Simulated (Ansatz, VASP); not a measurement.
Two plane-wave programs on Si

```
CELL_PARAMETERS angstrom
-2.31102 2.31212 1.27589
2.31212 -2.31102 1.27589
2.31160 2.31160 -1.27387
ATOMIC_POSITIONS crystal
Si 0.00001 0.99999 0.00000
Si 0.74999 0.25001 0.50000
```

Alike in both runs: task single point; functional LDA; k mesh 15 × 15 × 11; occupations fermi-dirac, width 0.1 eV; no spin polarisation.

|  | VASP | Ansatz |
| --- | --- | --- |
| version | VASP 6.6.1 | Ansatz 0.2.0 |
| potentials or method | VASP PAW LDA potentials, release 64 (Si), cutoff 520 eV | plane waves (420 eV) with PAW, scalar-relativistic |
| valence electrons in the cell | 8 | 8 |

```tsv
	VASP	Ansatz	Ansatz less VASP
pressure (GPa)	11.9	11.8	-0.13
traceless stress, the component that is largest in VASP (GPa)	-0.64	-0.64	-0.003
```

Ansatz warns that its potentials were made for another functional, while VASP's fit it. LDA's correlation is that of Perdew and Zunger in VASP and of Perdew and Wang (1992) in Ansatz.
